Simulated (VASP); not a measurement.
TiSe2:

```
CELL_PARAMETERS angstrom
3.59667 0.00000 0.00000
-1.79834 3.11481 0.00000
0.00000 0.00000 6.37459
ATOMIC_POSITIONS crystal
Ti 0.00000 0.00000 0.00000
Se 0.33333 0.66667 0.24039
Se 0.66667 0.33333 0.75961
```

| Quantity | Value |
| --- | --- |
| Program | VASP 6.6.1 |
| Task | relaxation of shape and atoms at fixed volume |
| Functional | r2SCAN |
| Potentials or basis | VASP PAW PBE potentials, release 64 (Ti_sv, Se) |
| Cutoff | 550 eV |
| k mesh | 15 × 15 × 8 |
| Occupations | gaussian, width 0.1 eV |
| Spin | no spin polarisation |

At the start: pressure -2.1 GPa; volume 23.80 Å³/atom.

Question: How do energy, volume and symmetry change on relaxing?

Answer: Over 5 steps the energy falls by 3.6 meV/atom; space group P-3m1 (No. 164, to 0.1 Å) before and after.

The path:
```
step  energy change (eV)  largest force (eV/Å)  pressure (GPa)  volume (Å³)
   1              0.0000                0.2882           -2.12        71.41
   2             -0.0059                0.1364           -1.49        71.41
   3             -0.0076                0.0051           -0.94        71.41
   4             -0.0095                0.0036           -0.73        71.41
   5             -0.0107                0.0033           -0.40        71.41
```

Final structure:
```xyz
3
Lattice="3.5719 0.0000 0.0000 -1.7860 3.0934 0.0000 0.0000 0.0000 6.4633" Properties=species:S:1:pos:R:3 pbc="T T T"
Ti    0.0000    0.0000    0.0000
Se    0.0000    2.0622    1.5171
Se    1.7860    1.0311    4.9462
```

Caveat: the PAW data sets were made with another functional, which shifts forces and pressure a little.
